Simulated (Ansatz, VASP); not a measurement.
## One calculation of TiAl3, two programs

The input INCAR:

```
  ALGO = Fast
  EDIFF = 1E-7
  ENCUT = 520
  GGA = PS
  ISIF = 2
  ISMEAR = 0
  LASPH = T
  LCHARG = T
  LELF = T
  LREAL = F
  LVHAR = T
  LWAVE = F
  NBANDS = 31
  NELM = 80
  PREC = Accurate
  SIGMA = 0.15
```

File KPOINTS:

```
k-points
0
Gamma
  10 8 8
```

File POSCAR:

```
TiAl3
1.0
   -3.9479576782      0.0000000000      0.0000000000
    0.0000000000      3.9479576782      3.9479576782
    0.0000000000      3.9479576782     -3.9479576782
Ti Al
2 6
Direct
    0.0000000000      0.0000000000      0.0000000000
    0.0000000000      0.5000000000      0.5000000000
    0.5000000000      0.7268234598      0.7731765402
    0.5000000000      0.2731765402      0.2268234598
    0.5000000000      0.7268234598      0.2268234598
    0.5000000000      0.2731765402      0.7731765402
    1.0000000000      0.5000000000      0.0000000000
    1.0000000000      0.0000000000      0.5000000000
```

Input for Ansatz:

```yaml
crystal:
  lattice:
    - [-3.9479576782, 0.0, 0.0]
    - [0.0, 3.9479576782, 3.9479576782]
    - [0.0, 3.9479576782, -3.9479576782]
  atoms:
    - { symbol: Ti, position: [0.0, 0.0, 0.0] }
    - { symbol: Ti, position: [0.0, 0.5, 0.5] }
    - { symbol: Al, position: [0.5, 0.7268234598, 0.7731765402] }
    - { symbol: Al, position: [0.5, 0.2731765402, 0.2268234598] }
    - { symbol: Al, position: [0.5, 0.7268234598, 0.2268234598] }
    - { symbol: Al, position: [0.5, 0.2731765402, 0.7731765402] }
    - { symbol: Al, position: [1.0, 0.5, 0.0] }
    - { symbol: Al, position: [1.0, 0.0, 0.5] }
basis:
  ecutwfc: 520.0
kpoints:
  mp_grid: { grid: [10, 8, 8] }
hamiltonian:
  xc: pbesol
  pseudopotentials: { kind: paw, azcp: { folder: soft_1 } }
scf:
  occupations: { method: gaussian, width: 0.15 }
output:
  forces: true
  stress: true
  eigenvalues: true
```

Change from the starting cell: mode 4 frozen in at +0.000 Å and mode 18 at -0.183 Å (largest displacements).

Alike in both runs: task single point; functional PBEsol; k mesh 10 × 8 × 8; occupations gaussian, width 0.15 eV; no spin polarisation.

|  | VASP | Ansatz |
| --- | --- | --- |
| version | VASP 6.6.1 | Ansatz 0.2.0 |
| potentials or method | VASP PAW PBE potentials, release 64 (Ti_sv, Al), cutoff 520 eV | scalar-relativistic, plane waves, PAW |
| valence electrons in the cell | 42 | 42 |

```csv
,VASP,Ansatz,Ansatz less VASP
gap on the k mesh at the Fermi level (eV),none,none,-
pressure (GPa),2.5,2.4,-0.15
"traceless stress, the component that is largest in VASP (GPa)",-1.34,-1.33,+0.008
rms of the force components (eV/Å),0.728,0.723,-0.0049
```

VASP's potentials were made for PBE, not for PBEsol, and Ansatz warns of the same on its side. Atom by atom the forces differ by 0.005 eV/Å (rms over components). A gap of «none» marks a metal or a gap that the smearing closes. With one functional, cell and mesh, what is left measures potentials, basis and numerics.
